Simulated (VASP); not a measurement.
Input of a VASP 6.6.1 run:

File INCAR:

```
PREC = Accurate
ENCUT = 520
EDIFF = 1E-6
ISMEAR = 0
SIGMA = 0.05
LREAL = F
LASPH = T
NELM = 100
ALGO = Normal
ISIF = 2
LWAVE = F
LCHARG = F
GGA = PE
NBANDS = 11
```

The input KPOINTS:

```
regular mesh
0
Gamma
  9 9 8
```

Contents of POSCAR:

```
MgO
1.0
    2.9820912170      0.0000000000      0.0000000000
   -1.4910456085      2.5825667503      0.0000000000
    0.0000000000      0.0000000000      2.7600704000
Mg O
1 1
Direct
    0.0000000000      0.0000000000      0.0000000000
    0.3333333333      0.6666666667      0.5000000000
```

Potentials or basis: VASP PAW PBE potentials, release 64 (Mg, O).

Launch:

```sh
$ cat potpaw_PBE.64/Mg/POTCAR potpaw_PBE.64/O/POTCAR > POTCAR
$ mpirun -np 1 vasp_std > vasp.out
```

(1) What does it give for the pressure?

(2) Predict the band gap on the k mesh.

Answers

(1) -8.1 GPa.

(2) 2.58 eV, indirect (least direct gap 3.02 eV).

Caveat: the cell differs from its parent crystal (strain +0.015 along x and y, +0.030 along z).
